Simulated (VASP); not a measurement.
Here is a VASP 6.6.1 calculation.

The input INCAR:

```
SYSTEM = NaF
PREC = Accurate ; ENCUT = 520
EDIFF = 1E-6 ; ISMEAR = 0
SIGMA = 0.05 ; LREAL = .FALSE.
LASPH = .TRUE. ; NELM = 80
ALGO = Normal ; ISIF = 2
LWAVE = .FALSE. ; LCHARG = .FALSE.
NBANDS = 14
```

The input KPOINTS:

```
regular mesh
0
G
  8 8 8
  0 0 0
```

POSCAR

```
NaF
1.0
    0.0000000000      2.3233000000      2.2652175000
    2.3233000000      0.0000000000      2.2652175000
    2.3233000000      2.3233000000      0.0000000000
Na F
1 1
Direct
    0.0000000000      0.0000000000      0.0000000000
    0.5000000000      0.5000000000      0.5000000000
```

Potentials or basis: VASP PAW LDA potentials, release 64 (Na_pv, F).

The run is started by

```sh
$ cat potpaw_LDA.64/Na_pv/POTCAR potpaw_LDA.64/F/POTCAR > POTCAR
$ mpirun -np 1 vasp_std > vasp.out
```

(1) Predict the pressure.

(2) What does it give for the band gap on the k mesh?

Answers

(1) -3.6 GPa.

(2) 6.04 eV.

Caveat: the cell differs from its parent crystal (strain +0.000 along x and y, -0.025 along z); the cell stands under tension.
